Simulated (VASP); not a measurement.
# BaTiO3 (P4/mmm) in VASP: notebook, part 3 of 3

VASP 6.6.1. The steps go on from the part before.

### 6 Single point, PBE (uniaxial strain along a: -1.0 %)

INCAR reads:

```
PREC = Accurate
ENCUT = 520
EDIFF = 1E-7
ISMEAR = 0
SIGMA = 0.02
LREAL = F
LASPH = T
NELM = 60
ALGO = Normal
ISIF = 2
LWAVE = F
LCHARG = T
GGA = PE
LELF = T
LVHAR = T
NBANDS = 28
```

KPOINTS reads:

```
regular mesh
0
Gamma
  8 8 8
```

POSCAR reads:

```
BaTiO3
1.0
    3.9790584239      0.0000000000      0.0000000000
    0.0000000000      4.0292990606      0.0000000000
    0.0000000000      0.0000000000      4.0292990606
Ba Ti O
1 1 3
Direct
    0.5000000000      0.5000000000      0.5000000000
    0.0000000000      0.0000000000      0.0000000000
    0.5000000000      0.0000000000      0.0000000000
    0.0000000000      0.5000000000      0.0000000000
    0.0000000000      0.0000000000      0.5000000000
```

Potentials or basis: VASP PAW PBE potentials, release 64 (Ba_sv, Ti_sv, O).

Run with:

```sh
$ cat potpaw_PBE.64/Ba_sv/POTCAR potpaw_PBE.64/Ti_sv/POTCAR potpaw_PBE.64/O/POTCAR > POTCAR
$ mpirun -np 1 vasp_std > vasp.out
```

OUTCAR:

```text
PREC = Accurate
   ENCUT = 520
   EDIFF = 1E-7
   ISMEAR = 0
   LREAL = F
   LASPH = T
   NELM = 60
   ISIF = 2
   GGA = PE

 ion  position               nearest neighbor table
   1  0.500  0.500  0.500-   4 2.83   5 2.83   4 2.83   5 2.83   4 2.83   5 2.83   4 2.83   5 2.83
                             3 2.85   3 2.85   3 2.85   3 2.85   2 3.48   2 3.48   2 3.48   2 3.48
   2  0.000  0.000  0.000-   3 1.99   3 1.99   5 2.01   5 2.01   4 2.01   4 2.01   1 3.48   1 3.48
                             1 3.48   1 3.48   1 3.48   1 3.48   1 3.48   1 3.48
   3  0.500  0.000  0.000-   2 1.99   2 1.99   1 2.85   1 2.85   1 2.85   1 2.85
   4  0.000  0.500  0.000-   2 2.01   2 2.01   1 2.83   1 2.83   1 2.83   1 2.83
   5  0.000  0.000  0.500-   2 2.01   2 2.01   1 2.83   1 2.83   1 2.83   1 2.83

  LATTYP: Found a simple tetragonal cell.
 ALAT       =     4.0292990606
 C/A-ratio  =     0.9875311721

  Lattice vectors:

 A1 = (   0.0000000000,   4.0292990606,   0.0000000000)
 A2 = (   0.0000000000,   0.0000000000,   4.0292990606)
 A3 = (   3.9790584239,   0.0000000000,   0.0000000000)

Analysis of symmetry for initial positions (statically):
=====================================================================
 Subroutine PRICEL returns:
 Original cell was already a primitive cell.

 Routine SETGRP: Setting up the symmetry group for a
 simple tetragonal supercell.

 Subroutine GETGRP returns: Found 16 space group operations
 (whereof 16 operations were pure point group operations)
 out of a pool of 16 trial point group operations.

The static configuration has the point symmetry D_4h.

Analysis of symmetry for dynamics (positions and initial velocities):
=====================================================================
 Subroutine PRICEL returns:
 Original cell was already a primitive cell.

 Routine SETGRP: Setting up the symmetry group for a
[... 126 lines left out ...]
   EFERMI =   0.00;   METHOD = LEGACY
   ISMEAR =     0;   SIGMA  =   0.02  broadening in eV -4-tet -1-fermi 0-gaus
   EFERMI_NEDOS =   21; number of points for ismear=-14 and -15
   IALGO  =     38    algorithm
   IMIX   =      4    mixing-type and parameters
     AMIX     =   0.40;   BMIX     =  1.00
     AMIX_MAG =   1.60;   BMIX_MAG =  1.00
  volume/ion in A,a.u.               =      12.92        87.19
  Fermi-wavevector in a.u.,A,eV,Ry     =   1.395345  2.636820 26.490390  1.946989
  Thomas-Fermi vector in A             =   2.518806
   LORBIT       =      0    0 simple, 1 ext, 2 COOP (PROOUT), +10 PAW based schemes
   GGA     = PE    functional components
   LHFCALC =     F    Hartree Fock is set to
   AEXX    =    0.0000 exact exchange contribution
   IVDW    =     0    specifies the selected vdW correction
   LEPSILON=     F    determine dielectric tensor
   LRPA    =     F    only Hartree local field effects (RPA)
 non-spin polarized calculation
 Gauss-broadening in eV      SIGMA  =   0.02
  energy-cutoff  :      520.00
  volume of cell :       64.60
 maximum number of plane-waves:      1767
 NGX is ok and might be reduce to    30
   NGX = 15   NGY = 15   NGZ = 15

 number of electron      39.9999978 magnetization

 Free energy of the ion-electron system (eV)
  ---------------------------------------------------
  ext. energy  EPLUGINS =         0.00000000
  ---------------------------------------------------
  free energy    TOTEN  =       -39.97294441 eV

  energy without entropy =      -39.97294441  energy(sigma->0) =      -39.97294441

 E-fermi :   3.8737     XC(G=0): -11.2207

 val. band max:        3.7863116165   @ k =   0.5000   0.5000   0.5000
 cond. band min:       5.4914361176   @ k =   0.0000   0.0000   0.0000
 fundamental gap:      1.7051245011
 Fermi energy:         3.8737255068

 k-point     1 :       0.0000    0.0000    0.0000
  band No.  band energies     occupation
      1     -52.8922      2.00000
      2     -29.1024      2.00000
      3     -29.0978      2.00000
      4     -29.0978      2.00000
      5     -21.0548      2.00000
      6     -13.1049      2.00000
[... 733 lines left out ...]
     27      11.8094      0.00000
     28      13.4023      0.00000

 [... further k-points ...]
[... 5 lines left out ...]
  --------------------------------------------------------------------------------------
  -------------------------------------------------------------------------------------
  Total        1.7054886      0.7286219      0.7286219      0.0000000      0.0000000     -0.0000000
  in kB       42.2980254     18.0706368     18.0706368      0.0000000      0.0000000     -0.0000000
  external PRESSURE =      26.1464330 kB  Pullay stress =       0.0000000 kB

 VOLUME and BASIS-vectors are now :
 -----------------------------------------------------------------------------
  energy-cutoff  :      520.00
  volume of cell :       64.60
      direct lattice vectors                 reciprocal lattice vectors
     3.979058424  0.000000000  0.000000000     0.251315737  0.000000000  0.000000000
     0.000000000  4.029299061  0.000000000     0.000000000  0.248182124  0.000000000
     0.000000000  0.000000000  4.029299061     0.000000000  0.000000000  0.248182124

 POSITION                                       TOTAL-FORCE (eV/Angst)
 -----------------------------------------------------------------------------------
      1.98953      2.01465      2.01465         0.000000      0.000000      0.000000
      0.00000      0.00000      0.00000         0.000000      0.000000      0.000000
      1.98953      0.00000      0.00000         0.000000      0.000000      0.000000
      0.00000      2.01465      0.00000         0.000000      0.000000      0.000000
      0.00000      0.00000      2.01465         0.000000      0.000000      0.000000
 -----------------------------------------------------------------------------------
    total drift:                                0.000000     -0.000000      0.000000

  FREE ENERGIE OF THE ION-ELECTRON SYSTEM (eV)
  ---------------------------------------------------
  free  energy   TOTEN  =       -39.9729444098 eV

  energy  without entropy=      -39.9729444098  energy(sigma->0) =      -39.97294441
```

OSZICAR:

```text
N       E                     dE             d eps       ncg     rms          rms(c)
DAV:   1     0.425313161694E+03    0.42531E+03   -0.20471E+04  4200   0.152E+03
DAV:   2    -0.833656707576E+01   -0.43365E+03   -0.41201E+03  4876   0.414E+02
DAV:   3    -0.491285041312E+02   -0.40792E+02   -0.40394E+02  4940   0.132E+02
DAV:   4    -0.509801919600E+02   -0.18517E+01   -0.18478E+01  6544   0.253E+01
DAV:   5    -0.510170058120E+02   -0.36814E-01   -0.36802E-01  5408   0.324E+00    0.227E+01
DAV:   6    -0.401837286114E+02    0.10833E+02   -0.57837E+01  5904   0.657E+01    0.981E+00
DAV:   7    -0.401372030687E+02    0.46526E-01   -0.10030E+01  5560   0.227E+01    0.651E+00
DAV:   8    -0.399654548542E+02    0.17175E+00   -0.65293E-01  5196   0.702E+00    0.338E+00
DAV:   9    -0.400029140333E+02   -0.37459E-01   -0.34553E-01  5916   0.492E+00    0.159E+00
DAV:  10    -0.399769571992E+02    0.25957E-01   -0.17174E-01  4824   0.429E+00    0.538E-01
DAV:  11    -0.399729667642E+02    0.39904E-02   -0.18289E-02  5724   0.907E-01    0.139E-01
DAV:  12    -0.399732678063E+02   -0.30104E-03   -0.23131E-03  5352   0.441E-01    0.158E-01
DAV:  13    -0.399729424595E+02    0.32535E-03   -0.95539E-04  5088   0.321E-01    0.215E-02
DAV:  14    -0.399729439303E+02   -0.14708E-05   -0.32622E-05  5364   0.380E-02    0.118E-02
DAV:  15    -0.399729448943E+02   -0.96399E-06   -0.60486E-06  5372   0.181E-02    0.645E-03
DAV:  16    -0.399729443990E+02    0.49527E-06   -0.23758E-06  5256   0.154E-02    0.180E-03
DAV:  17    -0.399729444098E+02   -0.10820E-07   -0.14166E-07  3608   0.260E-03
   1 F= -.39972944E+02 E0= -.39972944E+02  d E =-.223598E-12
```

Wall time 80 s (1 thread of Intel Xeon 6975P-C (Granite Rapids), shared host); peak memory 0.26 GiB.

Results:

- Free energy: -39.9729 eV
- Pressure: 2.6 GPa
- Band gap on the k mesh: 1.71 eV, indirect (least direct gap 1.86 eV)

Stress tensor (GPa, compression positive):
```
4.23 0.00 0.00
0.00 1.81 0.00
0.00 0.00 1.81
```

Caveat: the cell differs from its parent crystal (uniaxial strain along a: -1.0 %); spin-orbit coupling is left out, which moves the levels of the heavy elements. A k mesh can miss the band edges.

### 7 The runs side by side

```csv
cell,gap on the mesh (eV),pressure (GPa)
"a = 3.939, b = 3.939, c = 4.082 Å, 5 atoms",1.70,6.5
"a = 3.979, b = 3.979, c = 4.050 Å, 5 atoms",1.71,4.0
"a = 3.979, b = 3.979, c = 4.043 Å, 5 atoms",1.72,4.2
"a = 3.979, b = 4.029, c = 4.029 Å, 5 atoms",1.71,2.6
```

Alike in all rows: task single point; level PBE; potentials or basis VASP PAW PBE potentials, release 64 (Ba_sv, Ti_sv, O); no spin polarisation; k mesh 8 × 8 × 8; cutoff (eV) 520; smearing gaussian 0.02 eV.

Caveats: spin-orbit coupling is left out, which moves the levels of the heavy elements.

Absolute energies hang on the potentials; compare differences alone.
